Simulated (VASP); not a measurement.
Input of a VASP 6.6.1 run:

The input INCAR:

```
PREC = Accurate ; ENCUT = 500
EDIFF = 1E-6 ; ISMEAR = -1
SIGMA = 0.1 ; LREAL = False
LASPH = True ; NELM = 120
ALGO = Normal ; ISIF = 2
LWAVE = False ; LCHARG = False
GGA = PE ; NBANDS = 11
GGA_COMPAT = False
```

KPOINTS

```
regular mesh
0
Gamma
  11 11 11
```

File POSCAR:

```
Ca
1.0
    2.5616176743      0.0000000000      0.0000000000
    0.0000000000      2.5616176743      0.0000000000
    0.0000000000      0.0000000000      2.5616176743
Ca
1
Direct
    0.0000000000      0.0000000000      0.0000000000
```

Potentials or basis: VASP PAW PBE potentials, release 64 (Ca_sv).

Command:

```sh
$ cat potpaw_PBE.64/Ca_sv/POTCAR > POTCAR
$ mpirun -np 1 vasp_std > vasp.out
```

**Question.** What does it give for the band gap on the k mesh?

**Answer.** Zero (bands 5 and 6 overlap by 0.89 eV).

**Question.** What does it give for the pressure?

**Answer.** 50.9 GPa.

Caveat: the cell stands under pressure.
